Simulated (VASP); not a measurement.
A run of VASP 6.6.1:

The input INCAR:

```
SYSTEM = Al2Cl2F
PREC = Accurate
ENCUT = 600
EDIFF = 1E-7
ISMEAR = 0
SIGMA = 0.1
LREAL = .False.
LASPH = .True.
NELM = 100
ALGO = Normal
ISIF = 3
LWAVE = .False.
LCHARG = .False.
GGA = PE
IBRION = 2
NSW = 100
EDIFFG = -0.01
```

KPOINTS

```
Automatic mesh
0
Gamma
  12 12 6
  0 0 0
```

POSCAR

```
Al2Cl2F
1.0
    5.3859083990      0.0000000000      0.0000000000
   -2.6929541995      4.6643334960      0.0000000000
    0.0000000000      0.0000000000      7.0384219259
Al Cl F
2 2 1
Direct
    0.0000000000      0.0000000000      0.2500073260
    0.0000000000      0.0000000000      0.7499926740
    0.3333333333      0.6666666667      0.5000000000
    0.6666666667      0.3333333333      0.5000000000
    0.0000000000      0.0000000000      0.5000000000
```

Potentials or basis: VASP PAW PBE potentials, release 64 (Al, Cl, F).

The run is started by

```console
$ cat potpaw_PBE.64/Al/POTCAR potpaw_PBE.64/Cl/POTCAR potpaw_PBE.64/F/POTCAR > POTCAR
$ mpirun -np 1 vasp_std > vasp.out
```

Hardware: 1 thread of Intel(R) Xeon(R) Platinum 8259CL CPU @ 2.50GHz (Skylake/Cascade Lake) (shared host).

**Question.** How long does it take, and how much memory?

**Answer.** Run time: 28 min on 1 thread of Intel(R) Xeon(R) Platinum 8259CL CPU @ 2.50GHz (Skylake/Cascade Lake) (shared host), peak memory 0.54 GiB. Counts: scf iterations 50, k points 76, ion steps 5.
